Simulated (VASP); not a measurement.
The system is TiTe2.

```
Ti Te
1.0
     6.21597    0.00000    0.00000
    -3.10799    5.38319    0.00000
     0.00000    0.00000    5.47066
Ti Te
2 4
Direct
  0.33333 0.66667 0.25000
  0.66667 0.33333 0.75000
  0.00000 0.00000 0.00000
  0.00000 0.00000 0.50000
  0.33333 0.66667 0.75000
  0.66667 0.33333 0.25000
```

The cell was generated, and may not be a known phase.

```yaml
Program: VASP 6.6.1
Task: relaxation of cell and atoms
Functional: PBE
Potentials_or_basis: VASP PAW PBE potentials, release 64 (Ti_sv, Te)
Cutoff: 600 eV
k_mesh: 3 × 3 × 4
Occupations: gaussian, width 0.1 eV
Spin: no spin polarisation
```

At the start: pressure -2.8 GPa; volume 30.51 Å³/atom.

Where does the relaxation end?

Over 11 steps the energy falls by 372.6 meV/atom and the volume is 23.95 Å³/atom (-21.5 %); space group P6_3/mmc (No. 194, to 0.1 Å) before and after.

The path:
| step | energy change (eV) | largest force (eV/Å) | pressure (GPa) | volume (Å³) |
| --- | --- | --- | --- | --- |
| 1 | 0.0000 | 0.0000 | -2.75 | 183.06 |
| 2 | -1.4142 | 0.0000 | -5.94 | 168.46 |
| 3 | -2.1471 | 0.0000 | -2.56 | 149.64 |
| 4 | -2.1492 | 0.0000 | 3.09 | 138.15 |
| 5 | -2.1985 | 0.0000 | 0.08 | 143.67 |
| 6 | -2.2221 | 0.0000 | 0.10 | 143.47 |
| 7 | -2.2344 | 0.0000 | 0.23 | 143.21 |
| 8 | -2.2349 | 0.0000 | 0.28 | 143.15 |
| 9 | -2.2349 | 0.0000 | 0.29 | 143.14 |
| 10 | -2.2348 | 0.0000 | -0.31 | 144.39 |
| 11 | -2.2354 | 0.0000 | -0.01 | 143.71 |

Final structure:
```
CELL_PARAMETERS angstrom
5.27338 0.00000 0.00000
-2.63669 4.56688 0.00000
0.00000 0.00000 5.96746
ATOMIC_POSITIONS crystal
Ti 0.33333 0.66667 0.25000
Ti 0.66667 0.33333 0.75000
Te 0.00000 0.00000 0.00000
Te 0.00000 0.00000 0.50000
Te 0.33333 0.66667 0.75000
Te 0.66667 0.33333 0.25000
```

Caveat: the k points lie up to 0.46 Å⁻¹ apart in the final cell, too coarse for converged energies and pressures of a metal; the volume moved by over 15 % at a fixed basis, so the end points are rough; the highest band is partly filled, so the run has too few bands.
